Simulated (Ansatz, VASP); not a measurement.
One calculation of KRh, two programs

Contents of INCAR:

```
SYSTEM = KRh
PREC = Accurate
ENCUT = 600
EDIFF = 1E-6
ISMEAR = -1
SIGMA = 0.05
LREAL = .FALSE.
LASPH = .TRUE.
NELM = 60
ALGO = Normal
ISIF = 3
LWAVE = .FALSE.
LCHARG = .FALSE.
IBRION = 2
NSW = 100
EDIFFG = -0.005
```

KPOINTS

```
Automatic mesh
0
G
  9 9 7
  0 0 0
```

File POSCAR:

```
KRh
1.0
    3.5871606308      0.0000000000      0.0000000000
    0.0000000000      3.5871606308      0.0000000000
    0.0000000000      0.0000000000      4.8785384579
K Rh
1 1
Direct
    0.0000000000      0.0000000000      0.0000000000
    0.5000000000      0.5000000000      0.5000000000
```

Input for Ansatz:

```yaml
crystal:
  lattice:
    - [3.5871606308, 0.0, 0.0]
    - [0.0, 3.5871606308, 0.0]
    - [0.0, 0.0, 4.8785384579]
  atoms:
    - { symbol: K, position: [0.0, 0.0, 0.0] }
    - { symbol: Rh, position: [0.5, 0.5, 0.5] }
kpoints:
  mp_grid: { grid: [9, 9, 7] }
scf:
  occupations: { method: fermi_dirac, width: 0.05 }
hamiltonian:
  xc: lda
  pseudopotentials: { kind: paw }
output:
  forces: true
  stress: true
  write_density: true
  write_potential: true
  elf: true
  volumetric_format: npy
relax:
  f_tol: 0.005
  max_steps: 80
  cell: {}
```

Alike in both runs: task relaxation of cell and atoms; functional LDA; k mesh 9 × 9 × 7; occupations fermi-dirac, width 0.05 eV; no spin polarisation.

```csv
,VASP,Ansatz
version,VASP 6.6.1,Ansatz 0.2.0
potentials or method,"VASP PAW LDA potentials, release 64 (K_sv, Rh_pv)","PAW with Ansatz's default frozen-core files, scalar-relativistic"
plane-wave cutoff (eV),600,420
valence electrons in the cell,24,26
```

VASP gave:

```
relaxed volume (Å³/atom)                                        : 18.98
relaxed length of the cell vector where the two differ most in proportion (Å) : 2.707
```

Which values does Ansatz return?

Relaxed volume (Å³/atom): 18.81; relaxed length of the cell vector where the two differ most in proportion (Å): 2.697.

LDA's correlation is that of Perdew and Zunger in VASP and of Perdew and Wang (1992) in Ansatz. VASP's potentials hold 24 valence electrons a cell and Ansatz's 26, so a difference there can come from the potentials and not from the codes.

Noted on VASP's run: the volume moved by over 15 % at a fixed basis, so the end points are rough.
